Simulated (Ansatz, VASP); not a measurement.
Two plane-wave programs on TiNi

File POSCAR:

```
TiNi
1.0
    3.0100000000      0.0000000000      0.0000000000
    0.0000000000      3.0100000000      0.0000000000
    0.0000000000      0.0000000000      3.0100000000
Ni Ti
1 1
Direct
    0.0000000000      0.0000000000      0.0000000000
    0.5000000000      0.5000000000      0.5000000000
```

Contents of INCAR.step1:

```
ALGO = Normal ; EDIFF = 1E-4
ENCUT = 600 ; GGA = PE
ISMEAR = 1 ; LASPH = True
LCHARG = False ; LREAL = False
LWAVE = True ; NELM = 80
PREC = Accurate ; SIGMA = 0.1
```

INCAR.step2

```
ALGO = Normal ; EDIFF = 1E-7
EDIFFG = -0.01 ; ENCUT = 600
IBRION = 2 ; ISIF = 3
ISMEAR = 1 ; ISTART = 1
LASPH = True ; LCHARG = False
LMIXTAU = True ; LREAL = False
LWAVE = False ; METAGGA = R2SCAN
NELM = 80 ; NSW = 80
PREC = Accurate ; SIGMA = 0.1
```

File KPOINTS:

```
k-points
0
Gamma
  16 16 16
```

Input for Ansatz:

```yaml
crystal:
  lattice:
    - [3.01, 0.0, 0.0]
    - [0.0, 3.01, 0.0]
    - [0.0, 0.0, 3.01]
  atoms:
    - { symbol: Ni, position: [0.0, 0.0, 0.0] }
    - { symbol: Ti, position: [0.5, 0.5, 0.5] }
scf:
  occupations: { method: methfessel_paxton, width: 0.1 }
output:
  forces: true
  stress: true
  eigenvalues: true
  write_density: true
  write_potential: true
  elf: true
  volumetric_format: npy
kpoints:
  mp_grid: { grid: [16, 16, 16] }
hamiltonian:
  xc: r2scan
relax:
  f_tol: 0.01
  adjacent_minimum: "off"
  cell: { stress_tol: 0.05 }
```

Alike in both runs: task relaxation of cell and atoms; functional r2SCAN; k mesh 16 × 16 × 16; occupations methfessel-paxton of order 1, width 0.1 eV; no spin polarisation.

```csv
,VASP,Ansatz
version,VASP 6.6.1,Ansatz 0.2.0
potentials or method,"VASP PAW PBE potentials, release 64 (Ni, Ti_sv)","scalar-relativistic, plane waves, PAW"
plane-wave cutoff (eV),600,500
valence electrons in the cell,22,30
```

|  | VASP | Ansatz | Ansatz less VASP |
| --- | --- | --- | --- |
| gap on the k mesh at the Fermi level, each at its own relaxed structure (eV) | none | none | - |
| relaxed volume (Å³/atom) | 13.37 | 13.34 | -0.034 |
| relaxed cell length with the largest relative difference (Å) | 2.991 | 2.988 | -0.0026 |

VASP's potentials were made for PBE, not for r2SCAN. A gap of «none» marks a metal or a gap that the smearing closes. VASP's potentials hold 22 valence electrons a cell and Ansatz's 30, so a difference there can come from the potentials and not from the codes.
